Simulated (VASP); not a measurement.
# In (I4/mmm) in VASP: a series of runs, part 2 of 2

VASP 6.6.1.

## Step 5: Electric field gradients, PBE (volume scaled by 1.06)

File INCAR:

```
PREC = Accurate ; ENCUT = 520
EDIFF = 1E-8 ; ISMEAR = -1
SIGMA = 0.05 ; LREAL = F
LASPH = T ; NELM = 60
ALGO = Normal ; ISIF = 2
LWAVE = F ; LCHARG = F
GGA = PE ; LEFG = T
ISYM = 0 ; NBANDS = 12
```

File KPOINTS:

```
regular mesh
0
Gamma
  12 12 14
```

File POSCAR:

```
In
1.0
   -1.6580433912      1.6580433912      2.5224711420
    1.6580433912     -1.6580433912      2.5224711420
    1.6580433912      1.6580433912     -2.5224711420
In
1
Direct
    0.0000000000      0.0000000000      0.0000000000
```

Potentials or basis: VASP PAW PBE potentials, release 64 (In_d).

Started as:

```console
$ cat potpaw_PBE.64/In_d/POTCAR > POTCAR
$ mpirun -np 1 vasp_std > vasp.out
```

OUTCAR:

```text
PREC = Accurate
   ENCUT = 520
   EDIFF = 1E-8
   ISMEAR = -1
   LREAL = F
   LASPH = T
   NELM = 60
   ISIF = 2
   GGA = PE
   ISYM = 0

 ion  position               nearest neighbor table
   1  0.000  0.000  0.000-

IMPORTANT INFORMATION: All symmetrisations will be switched off!
NOSYMM: (Re-)initialisation of all symmetry stuff for point group C_1.

[... 554 lines left out ...]
    total drift:                               -0.000000     -0.000000      0.000000

  FREE ENERGIE OF THE ION-ELECTRON SYSTEM (eV)
  ---------------------------------------------------
  free  energy   TOTEN  =        -2.5606469358 eV

  energy  without entropy=       -2.5564107531  energy(sigma->0) =       -2.55852884

 Electric field gradients (V/A^2)
---------------------------------------------------------------------
 ion       V_xx      V_yy      V_zz      V_xy      V_xz      V_yz
---------------------------------------------------------------------
   1      -8.256    -8.256    16.513     1.158    -1.654    -1.654
---------------------------------------------------------------------

 Electric field gradients after diagonalization (V/A^2)
 (convention: |V_zz| > |V_xx| > |V_yy|)
----------------------------------------------------------------------
 ion       V_xx      V_yy      V_zz     asymmetry (V_yy - V_xx)/ V_zz
----------------------------------------------------------------------
   1      -9.415    -7.328    16.742       0.125
----------------------------------------------------------------------

           NMR quadrupolar parameters

 Cq : quadrupolar parameter    Cq=e*Q*V_zz/h
 eta: asymmetry parameters     (V_yy - V_xx)/ V_zz
 Q  : nuclear electric quadrupole moment in mb (millibarn)
----------------------------------------------------------------------
 ion       Cq(MHz)       eta       Q (mb)
----------------------------------------------------------------------
   1       0.040       0.125       1.000
----------------------------------------------------------------------
```

OSZICAR:

```text
N       E                     dE             d eps       ncg     rms          rms(c)
DAV:   1     0.787485225953E+02    0.78749E+02   -0.62600E+03 24620   0.134E+03
DAV:   2     0.130471336533E+01   -0.77444E+02   -0.75496E+02 25472   0.290E+02
DAV:   3    -0.249186214180E+01   -0.37966E+01   -0.37852E+01 28892   0.646E+01
DAV:   4    -0.257998488181E+01   -0.88123E-01   -0.88095E-01 30720   0.994E+00
DAV:   5    -0.258406306980E+01   -0.40782E-02   -0.40781E-02 33552   0.187E+00    0.202E+00
DAV:   6    -0.256444129689E+01    0.19622E-01   -0.32520E-02 30972   0.358E+00    0.101E+00
DAV:   7    -0.256082505159E+01    0.36162E-02   -0.10413E-02 31528   0.186E+00    0.234E-01
DAV:   8    -0.256063929280E+01    0.18576E-03   -0.82190E-04 33484   0.475E-01    0.311E-02
DAV:   9    -0.256064619433E+01   -0.69015E-05   -0.12867E-05 33504   0.479E-02    0.135E-02
DAV:  10    -0.256064700131E+01   -0.80698E-06   -0.12076E-06 27236   0.108E-02    0.168E-03
DAV:  11    -0.256064698856E+01    0.12752E-07   -0.48656E-08 32144   0.193E-03    0.110E-03
DAV:  12    -0.256064693804E+01    0.50517E-07   -0.39614E-09 17884   0.990E-04    0.165E-04
DAV:  13    -0.256064693582E+01    0.22239E-08   -0.49260E-10 15796   0.226E-04
   1 F= -.25606469E+01 E0= -.25585288E+01  d E =-.423618E-02
```

stdout:

```text
POSCAR found type information on POSCAR In
 POSCAR found :  1 types and       1 ions
 scaLAPACK will be used
 LDA part: xc-table for (Slater+PW92), standard interpolation
 -----------------------------------------------------------------------------
[... 27 lines left out ...]
     0.0001071    -0.0022850     0.0059281     0.1928374     0.0059277    -0.0000004
     0.0001475    -0.0022850     0.0059281     0.1928374     0.0059277    -0.0000004

     0.0000565    -1.0635684     1.5210275   -13.1937739     1.5210270    -0.0000003
     0.0000778    -1.0634780     1.5209019   -13.1922557     1.5209015    -0.0000003
     0.0001071    -1.0633345     1.5207030   -13.1898203     1.5207026    -0.0000003
     0.0001475    -1.0631076     1.5203893   -13.1859291     1.5203888    -0.0000003
```

It took 4.6 min on 1 thread of Intel Xeon Platinum 8488C (Sapphire Rapids), shared host; peak memory 0.43 GiB.

Results:

```
Free energy : -2.5606 eV
Pressure    : -0.3 GPa
```

Stress tensor (GPa, compression positive):
```
-0.38 -0.11  0.13
-0.11 -0.38  0.13
 0.13  0.13 -0.13
```

Electric field gradients, principal values (V/Å²):
| atom | least | middle | greatest (by size) |
| --- | --- | --- | --- |
| 1 In | -7.328 | -9.415 | 16.742 |

Caveat: without QUAD_EFG the Cq values of the log hold for a quadrupole moment of 1 mb, not for the nuclei; spin-orbit coupling is left out, which moves the levels of the heavy elements.

## Step 6: Electric field gradients, PBE (equal xx and yy strain of +3 %)

File INCAR:

```
  PREC = Accurate
  ENCUT = 400
  EDIFF = 1E-8
  ISMEAR = -1
  SIGMA = 0.05
  LREAL = False
  LASPH = True
  NELM = 120
  ALGO = Normal
  ISIF = 2
  LWAVE = False
  LCHARG = False
  GGA = PE
  LEFG = True
  ISYM = 0
  NBANDS = 12
  GGA_COMPAT = False
```

KPOINTS is that of step 5.

File POSCAR:

```
In
1.0
   -1.6749345000      1.6749345000      2.4739500000
    1.6749345000     -1.6749345000      2.4739500000
    1.6749345000      1.6749345000     -2.4739500000
In
1
Direct
    0.0000000000      0.0000000000      0.0000000000
```

Potentials or basis: VASP PAW PBE potentials, release 64 (In_d).

Started as:

```console
$ cat potpaw_PBE.64/In_d/POTCAR > POTCAR
$ mpirun -np 1 vasp_std > vasp.out
```

OUTCAR:

```text
PREC = Accurate
   ENCUT = 400
   EDIFF = 1E-8
   ISMEAR = -1
   LREAL = False
   LASPH = True
   NELM = 120
   ISIF = 2
   GGA = PE
   ISYM = 0

 ion  position               nearest neighbor table
   1  0.000  0.000  0.000-

IMPORTANT INFORMATION: All symmetrisations will be switched off!
NOSYMM: (Re-)initialisation of all symmetry stuff for point group C_1.

----------------------------------------------------------------------------------------

[... 552 lines left out ...]

  FREE ENERGIE OF THE ION-ELECTRON SYSTEM (eV)
  ---------------------------------------------------
  free  energy   TOTEN  =        -2.5597578579 eV

  energy  without entropy=       -2.5551802709  energy(sigma->0) =       -2.55746906

 Electric field gradients (V/A^2)
---------------------------------------------------------------------
 ion       V_xx      V_yy      V_zz      V_xy      V_xz      V_yz
---------------------------------------------------------------------
   1      -5.849    -5.849    11.698     0.473    -1.894    -1.894
---------------------------------------------------------------------

 Electric field gradients after diagonalization (V/A^2)
 (convention: |V_zz| > |V_xx| > |V_yy|)
----------------------------------------------------------------------
 ion       V_xx      V_yy      V_zz     asymmetry (V_yy - V_xx)/ V_zz
----------------------------------------------------------------------
   1      -6.323    -5.786    12.109       0.044
----------------------------------------------------------------------

           NMR quadrupolar parameters

 Cq : quadrupolar parameter    Cq=e*Q*V_zz/h
 eta: asymmetry parameters     (V_yy - V_xx)/ V_zz
 Q  : nuclear electric quadrupole moment in mb (millibarn)
----------------------------------------------------------------------
 ion       Cq(MHz)       eta       Q (mb)
----------------------------------------------------------------------
   1       0.029       0.044       1.000
----------------------------------------------------------------------
```

It took 58 s on 1 thread of Intel Xeon 6975P-C (Granite Rapids), shared host; peak memory 0.32 GiB.

What came out:

```yaml
Free_energy: -2.5598 eV
Pressure: -0.4 GPa
```

Stress tensor (GPa, compression positive):
```
-0.40 -0.02  0.17
-0.02 -0.40  0.17
 0.17  0.17 -0.38
```

Electric field gradients, principal values (V/Å²):
```csv
atom,least,middle,greatest (by size)
1 In,-5.786,-6.323,12.109
```

Caveat: the cell differs from its parent crystal (equal xx and yy strain of +3 %); without QUAD_EFG the Cq values of the log hold for a quadrupole moment of 1 mb, not for the nuclei; spin-orbit coupling is left out, which moves the levels of the heavy elements.

## Step 7: Overview

| level | cell | cutoff (eV) | gap on the mesh (eV) | pressure (GPa) |
| --- | --- | --- | --- | --- |
| PBE | a = 3.309 Å, angles 122.4, 122.4, 85.8°, 1 atom | 520 | none | 5.3 |
| PBEsol | a = 3.378 Å, angles 122.4, 122.4, 85.8°, 1 atom | 520 | none | -1.0 |
| PBE | a = 3.366 Å, angles 122.4, 122.4, 85.8°, 1 atom | 520 | none | 2.5 |
| PBE | a = 3.444 Å, angles 122.4, 122.4, 85.8°, 1 atom | 520 | none | -0.3 |
| PBE | a = 3.425 Å, angles 121.4, 121.4, 87.5°, 1 atom | 400 | none | -0.4 |

Alike in all rows: task electric field gradients; potentials or basis VASP PAW PBE potentials, release 64 (In_d); no spin polarisation; k mesh 12 × 12 × 14; smearing fermi-dirac 0.05 eV.

Caveats: spin-orbit coupling is left out, which moves the levels of the heavy elements; the PAW data sets were made with another functional, which shifts forces and pressure a little (some runs).

Total energies depend on the potentials used, so only differences within one code and one set of settings carry meaning.
